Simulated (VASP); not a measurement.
# TaCuN2 (R-3m) in VASP: single point with LDA

Aim: the single point of TaCuN2 with LDA.

Everything below comes from runs of VASP 6.6.1. Logs are shortened: lines on timing, memory, paths and dates and some standing lists are left out, and cuts for length are marked.

## Step 1: The cell of the first run

It takes space group R-3m (No. 166, trigonal). Conventional cell: a = 3.150 Å, b = 3.150 Å, c = 17.318 Å, α = 90.00°, β = 90.00°, γ = 120.00°. Within 2.8 Å of Ta (site symmetry -3m) lie 6 N at 2.10 Å. Cu (site symmetry -3m) has 2 N at 1.84 Å within 2.4 Å. N (site symmetry 3m) has 1 Cu at 1.84 Å and 3 Ta at 2.10 Å within 2.4 Å.

## Step 2: Single point, LDA (12.40 Å³/atom)

The input, INCAR:

```
SYSTEM = TaCuN2
PREC     = Accurate       ! precision mode
ENCUT    = 520            ! plane-wave cutoff, eV
EDIFF    = 1E-7           ! SCF threshold, eV
ISMEAR   = 0              ! smearing method
SIGMA    = 0.05           ! smearing width, eV
LREAL    = .FALSE.        ! projectors in reciprocal space
LASPH    = .TRUE.         ! aspherical terms in the spheres
NELM     = 60             ! most SCF steps
ALGO     = Normal         ! electronic algorithm
ISIF     = 2              ! what is computed and relaxed
LWAVE    = .FALSE.        ! write WAVECAR
LCHARG   = .TRUE.         ! write CHGCAR
LELF     = .TRUE.         ! ELF
LVHAR    = .TRUE.       
NBANDS   = 24             ! bands
```

The input, KPOINTS:

```
Automatic mesh
0
G
  12 12 12
  0 0 0
```

The input, POSCAR:

```
TaCuN2
1.0
    1.5748068150      0.9092151384      5.7727686712
   -1.5748068150      0.9092151384      5.7727686712
    0.0000000000     -1.8184302773      5.7727686711
Ta Cu N
1 1 2
Direct
    0.5000000000      0.5000000000      0.5000000000
    0.0000000000      0.0000000000      0.0000000000
    0.1059620377      0.1059620377      0.1059620377
    0.8940379623      0.8940379623      0.8940379623
```

Potentials or basis: VASP PAW LDA potentials, release 64 (Ta_pv, Cu, N).

Launch:

```console
cat potpaw_LDA.64/Ta_pv/POTCAR potpaw_LDA.64/Cu/POTCAR potpaw_LDA.64/N/POTCAR > POTCAR
mpirun -np 1 vasp_std > vasp.out
```

OUTCAR:

```text
SYSTEM = TaCuN2
   PREC = Accurate
   ENCUT = 520
   EDIFF = 1E-7
   ISMEAR = 0
   LREAL = .FALSE.
   LASPH = .TRUE.
   NELM = 60
   ISIF = 2

 ion  position               nearest neighbor table
   1  0.500  0.500  0.500-   3 2.10   3 2.10   4 2.10   4 2.10   3 2.10   4 2.10
   2  0.000  0.000  0.000-   3 1.84   4 1.84
   3  0.106  0.106  0.106-   2 1.84   1 2.10   1 2.10   1 2.10
   4  0.894  0.894  0.894-   2 1.84   1 2.10   1 2.10   1 2.10

  LATTYP: Found a trigonal (rhomboedric) cell.
 ALAT       =     6.0524000862
 COS(alpha) =     0.8645966812

  Lattice vectors:

 A1 = (   1.5748068150,   0.9092151384,   5.7727686712)
 A2 = (  -1.5748068150,   0.9092151384,   5.7727686712)
 A3 = (   0.0000000000,  -1.8184302773,   5.7727686711)

Analysis of symmetry for initial positions (statically):
=====================================================================
 Subroutine PRICEL returns:
 Original cell was already a primitive cell.

 Routine SETGRP: Setting up the symmetry group for a
 trigonal (rhombohedral) supercell.

 Subroutine GETGRP returns: Found 12 space group operations
 (whereof 12 operations were pure point group operations)
 out of a pool of 12 trial point group operations.

The static configuration has the point symmetry D_3d.

Analysis of symmetry for dynamics (positions and initial velocities):
=====================================================================
 Subroutine PRICEL returns:
 Original cell was already a primitive cell.

 Routine SETGRP: Setting up the symmetry group for a
 trigonal (rhombohedral) supercell.

 Subroutine GETGRP returns: Found 12 space group operations
 (whereof 12 operations were pure point group operations)
 out of a pool of 12 trial point group operations.

The dynamic configuration has the point symmetry D_3d.

 Subroutine INISYM returns: Found 12 space group operations
 (whereof 12 operations are pure point group operations),
 and found     1 'primitive' translations

----------------------------------------------------------------------------------------

                                     Primitive cell

  volume of cell :      49.5940

  direct lattice vectors                    reciprocal lattice vectors
     1.574806815  0.909215138  5.772768671     0.317499261  0.183308284  0.057742368
    -1.574806815  0.909215138  5.772768671    -0.317499261  0.183308284  0.057742368
     0.000000000 -1.818430277  5.772768671     0.000000000 -0.366616568  0.057742368

  length of vectors
     6.052400086  6.052400086  6.052400086     0.371135944  0.371135944  0.371135944

  position of ions in fractional coordinates (direct lattice)
     0.500000000  0.500000000  0.500000000
     0.000000000  0.000000000  0.000000000
     0.105962038  0.105962038  0.105962038
     0.894037962  0.894037962  0.894037962

  ion indices of the primitive-cell ions
   primitive index   ion index
                 1           1
                 2           2
                 3           3
                 4           4

----------------------------------------------------------------------------------------

 KPOINTS: Automatic mesh

Automatic generation of k-mesh.
 Grid dimensions read from file:
 generate k-points for:   12   12   12

 Generating k-lattice:

  Cartesian coordinates                     Fractional coordinates (reciprocal lattice)
     0.026458272  0.015275690  0.004811864     0.083333333  0.000000000  0.000000000
    -0.026458272  0.015275690  0.004811864     0.000000000  0.083333333  0.000000000
     0.000000000 -0.030551381  0.004811864     0.000000000  0.000000000  0.083333333

  Length of vectors
     0.030927995  0.030927995  0.030927995

  Shift w.r.t. Gamma in fractional coordinates (k-lattice)
     0.000000000  0.000000000  0.000000000

 Subroutine IBZKPT returns following result:
 ===========================================

 Found    189 irreducible k-points:

 Following reciprocal coordinates:
            Coordinates               Weight
  0.000000  0.000000  0.000000      1.000000
  0.083333  0.000000  0.000000      6.000000
  0.166667 -0.000000  0.000000      6.000000
  0.250000 -0.000000  0.000000      6.000000
  0.333333 -0.000000  0.000000      6.000000
  0.416667 -0.000000  0.000000      6.000000
[... 16 lines left out ...]
  0.500000  0.166667  0.000000     12.000000
 -0.416667  0.166667 -0.000000     12.000000
 [... further k-points ...]
   k-points           NKPTS =    189   k-points in BZ     NKDIM =    189   number of bands    NBANDS=     24
   number of dos      NEDOS =    301   number of ions     NIONS =      4
   total plane-waves  NPLWV = 110592
   dimension x,y,z NGX =    48 NGY =   48 NGZ =   48
   dimension x,y,z NGXF=    96 NGYF=   96 NGZF=   96
   ions per type =               1   1   2
   NGX,Y,Z   is equivalent  to a cutoff of  13.18, 13.18, 13.18 a.u.
   NGXF,Y,Z  is equivalent  to a cutoff of  26.37, 26.37, 26.37 a.u.
 SYSTEM =  TaCuN2
   PREC   = accura    normal or accurate (medium, high low for compatibility)
   ISTART =      0    job   : 0-new  1-cont  2-samecut
   ICHARG =      2    charge: 1-file 2-atom 10-const
   ISPIN  =      1    spin polarized calculation?
   LNONCOLLINEAR =      F non collinear calculations
   LSORBIT =      F    spin-orbit coupling
   LASPH  =      T    aspherical Exc in radial PAW
   ENCUT  =  520.0 eV  38.22 Ry    6.18 a.u.  11.25 11.25 11.25*2*pi/ulx,y,z
   NELM   =     60;   NELMIN=  2; NELMDL= -5     # of ELM steps
   EDIFF  = 0.1E-06   stopping-criterion for ELM
   LREAL  =      F    real-space projection
   EDIFFG = 0.1E-05   stopping-criterion for IOM
   NSW    =      0    number of steps for IOM
   IBRION =     -1    ionic relax: 0-MD 1-quasi-New 2-CG
   NFREE  =      0    steps in history (QN), initial steepest desc. (CG)
   ISIF   =      2    stress and relaxation
   ISYM   =      2    0-nonsym 1-usesym 2-fastsym
   POTIM  = 0.5000    time-step for ionic-motion
   TEBEG  =    0.0;   TEEND  =   0.0 temperature during run
   PSTRESS=    0.0 pullay stress
   NELECT =      32.0000    total number of electrons
   NUPDOWN=      -1.0000    fix difference up-down
   EMIN   =  10.00;   EMAX   =-10.00  energy-range for DOS
   EFERMI =   0.00;   METHOD = LEGACY
   ISMEAR =     0;   SIGMA  =   0.05  broadening in eV -4-tet -1-fermi 0-gaus
   EFERMI_NEDOS =   21; number of points for ismear=-14 and -15
   IALGO  =     38    algorithm
   IMIX   =      4    mixing-type and parameters
     AMIX     =   0.40;   BMIX     =  1.00
     AMIX_MAG =   1.60;   BMIX_MAG =  1.00
  volume/ion in A,a.u.               =      12.40        83.67
  Fermi-wavevector in a.u.,A,eV,Ry     =   1.414648  2.673297 27.228371  2.001229
  Thomas-Fermi vector in A             =   2.536168
   LORBIT       =      0    0 simple, 1 ext, 2 COOP (PROOUT), +10 PAW based schemes
   GGA     = CA    functional components
   LHFCALC =     F    Hartree Fock is set to
   AEXX    =    0.0000 exact exchange contribution
   IVDW    =     0    specifies the selected vdW correction
   LEPSILON=     F    determine dielectric tensor
   LRPA    =     F    only Hartree local field effects (RPA)
 non-spin polarized calculation
 Gauss-broadening in eV      SIGMA  =   0.05
  energy-cutoff  :      520.00
  volume of cell :       49.59
 maximum number of plane-waves:      1348
 NGX is ok and might be reduce to    48
   NGX = 23   NGY = 23   NGZ = 23

 number of electron      31.9999996 magnetization

 Free energy of the ion-electron system (eV)
  ---------------------------------------------------
  ext. energy  EPLUGINS =         0.00000000
  ---------------------------------------------------
  free energy    TOTEN  =       -38.18182465 eV

  energy without entropy =      -38.18182465  energy(sigma->0) =      -38.18182465

 E-fermi :   5.1702     XC(G=0): -11.8975

 val. band max:        4.9627220062   @ k =   0.5000   0.5000   0.5000
 cond. band min:       5.3651810251   @ k =   0.5000  -0.0000   0.0000
 fundamental gap:      0.4024590189
 Fermi energy:         5.1702172550

 k-point     1 :       0.0000    0.0000    0.0000
  band No.  band energies     occupation
      1     -30.3432      2.00000
      2     -30.0379      2.00000
      3     -30.0379      2.00000
      4     -11.1593      2.00000
      5      -8.3278      2.00000
      6      -2.7634      2.00000
[... 16 lines left out ...]
     23      12.8161      0.00000
     24      14.5883      0.00000

 k-point     2 :       0.0833    0.0000    0.0000
  band No.  band energies     occupation
      1     -30.3358      2.00000
      2     -30.0809      2.00000
      3     -30.0471      2.00000
      4     -11.0240      2.00000
      5      -8.4043      2.00000
      6      -2.6354      2.00000
[... 16 lines left out ...]
     23      13.5428      0.00000
     24      14.6092      0.00000

 k-point     3 :       0.1667   -0.0000    0.0000
  band No.  band energies     occupation
      1     -30.3157      2.00000
      2     -30.1964      2.00000
      3     -30.0720      2.00000
      4     -10.6502      2.00000
      5      -8.6054      2.00000
      6      -2.2725      2.00000
[... 16 lines left out ...]
     23      14.4068      0.00000
     24      14.7421      0.00000
[... 514 lines left out ...]
 k-point    23 :       0.5000    0.1667    0.0000
  band No.  band energies     occupation
      1     -30.5688      2.00000
      2     -30.2572      2.00000
      3     -30.2296      2.00000
      4      -9.3521      2.00000
      5      -8.9047      2.00000
      6      -1.3316      2.00000
[... 16 lines left out ...]
     23      13.6205      0.00000
     24      14.5337      0.00000

 k-point    24 :      -0.4167    0.1667   -0.0000
  band No.  band energies     occupation
      1     -30.5942      2.00000
      2     -30.2722      2.00000
      3     -30.2243      2.00000
      4      -9.4100      2.00000
      5      -8.7388      2.00000
      6      -1.5403      2.00000
[... 16 lines left out ...]
     23      13.4224      0.00000
     24      14.5681      0.00000

 [... further k-points ...]

------------------------ aborting loop because EDIFF is reached ----------------------------------------

  FORCE on cell =-STRESS in cart. coord.  units (eV):
  Direction    XX          YY          ZZ          XY          YZ          ZX
  --------------------------------------------------------------------------------------
  -------------------------------------------------------------------------------------
  Total       -2.2591791     -2.2591791     -2.0965676      0.0000000     -0.0000000      0.0000000
  in kB      -72.9847122    -72.9847122    -67.7314088      0.0000000     -0.0000000      0.0000000
  external PRESSURE =     -71.2336111 kB  Pullay stress =       0.0000000 kB

 VOLUME and BASIS-vectors are now :
 -----------------------------------------------------------------------------
  energy-cutoff  :      520.00
  volume of cell :       49.59
      direct lattice vectors                 reciprocal lattice vectors
     1.574806815  0.909215138  5.772768671     0.317499261  0.183308284  0.057742368
    -1.574806815  0.909215138  5.772768671    -0.317499261  0.183308284  0.057742368
     0.000000000 -1.818430277  5.772768671     0.000000000 -0.366616568  0.057742368

 POSITION                                       TOTAL-FORCE (eV/Angst)
 -----------------------------------------------------------------------------------
      0.00000     -0.00000      8.65915         0.000000     -0.000000      0.000000
      0.00000      0.00000      0.00000        -0.000000     -0.000000      0.000000
      0.00000     -0.00000      1.83508        -0.000000      0.000000     -0.020471
      0.00000     -0.00000     15.48322        -0.000000     -0.000000      0.020471
 -----------------------------------------------------------------------------------
    total drift:                               -0.000000      0.000000     -0.000000

  FREE ENERGIE OF THE ION-ELECTRON SYSTEM (eV)
  ---------------------------------------------------
  free  energy   TOTEN  =       -38.1818246497 eV

  energy  without entropy=      -38.1818246497  energy(sigma->0) =      -38.18182465
```

Wall time 6.2 min (1 thread of Intel Xeon 6975P-C (Granite Rapids), shared host); peak memory 0.45 GiB.

What came out:

* Free energy: -38.1818 eV
* Pressure: -7.1 GPa
* Largest force: 0.020 eV/Å
* Band gap on the k mesh: 0.40 eV (least direct gap 0.84 eV)

Forces on the atoms (eV/Å):
```
Ta   0.000  0.000  0.000
Cu   0.000  0.000  0.000
N    0.000  0.000 -0.020
N    0.000  0.000  0.020
```

Stress tensor (GPa, compression positive):
```
-7.30  0.00  0.00
 0.00 -7.30  0.00
 0.00  0.00 -6.77
```

Levels at points of the mesh, in eV from the valence-band top:
```csv
k point,band 12,band 13,band 14,band 15,band 16,band 17,band 18,band 19,band 20,band 21
"(0.00, 0.00, 0.00)",-2.07,-1.89,-1.89,-1.04,-1.04,1.13,1.13,1.53,4.27,7.38
"(0.50, 0.00, 0.00)",-2.58,-1.58,-1.06,-0.65,-0.44,0.40,3.03,3.25,3.79,6.38
"(0.50, 0.50, 0.00)",-2.09,-2.06,-1.67,-1.58,-0.99,1.16,3.13,3.26,3.30,6.59
"(0.50, 0.50, 0.50)",-2.81,-2.05,-2.05,0.00,0.00,1.07,1.07,2.80,4.68,6.85
```

Caveat: the cell stands under tension; spin-orbit coupling is left out, which moves the levels of the heavy elements.
